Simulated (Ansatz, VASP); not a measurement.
**W: VASP beside Ansatz**

Contents of INCAR:

```
PREC = Accurate
ENCUT = 520
EDIFF = 1E-6
ISMEAR = 0
SIGMA = 0.15
LREAL = F
LASPH = T
NELM = 80
ALGO = Fast
ISIF = 2
LWAVE = F
LCHARG = F
GGA = PS
NBANDS = 13
```

File KPOINTS:

```
Automatic mesh
0
Gamma
  20 20 20
```

POSCAR

```
W
1.0
    0.0000000000      2.0909000000      1.9691000000
    2.0909000000      0.0000000000      1.9691000000
    2.0909000000      2.0909000000      0.0000000000
W
1
Direct
    0.0000000000      0.0000000000      0.0000000000
```

Input for Ansatz:

```yaml
crystal:
  lattice:
    - [0.0, 2.0909, 1.9691]
    - [2.0909, 0.0, 1.9691]
    - [2.0909, 2.0909, 0.0]
  atoms:
    - { symbol: W, position: [0.0, 0.0, 0.0] }
basis:
  ecutwfc: 420
kpoints:
  mp_grid: { grid: [20, 20, 20] }
hamiltonian:
  xc: pbesol
scf:
  occupations: { method: gaussian, width: 0.15 }
output:
  forces: true
  stress: true
  eigenvalues: true
```

Change from the starting cell: strain +0.030 along x and y, -0.030 along z, atoms carried along.

Alike in both runs: task single point; functional PBEsol; k mesh 20 × 20 × 20; occupations gaussian, width 0.15 eV; no spin polarisation.

|  | VASP | Ansatz |
| --- | --- | --- |
| version | VASP 6.6.1 | Ansatz 0.2.0 |
| potentials or method | VASP PAW PBE potentials, release 64 (W_sv), cutoff 520 eV | scalar-relativistic, plane waves, PAW |
| valence electrons in the cell | 14 | 14 |

|  | VASP | Ansatz | Ansatz less VASP |
| --- | --- | --- | --- |
| gap on the k mesh at the Fermi level (eV) | none | none | - |
| pressure (GPa) | -19.3 | -19.6 | -0.30 |
| traceless stress, the component that is largest in VASP (GPa) | -10.75 | -10.71 | +0.038 |

VASP's potentials were made for PBE, not for PBEsol. A gap of «none» marks a metal or a gap that the smearing closes. The functional is the same, so the differences come from potentials, cutoffs and numerics.

Spin-orbit coupling is off throughout.
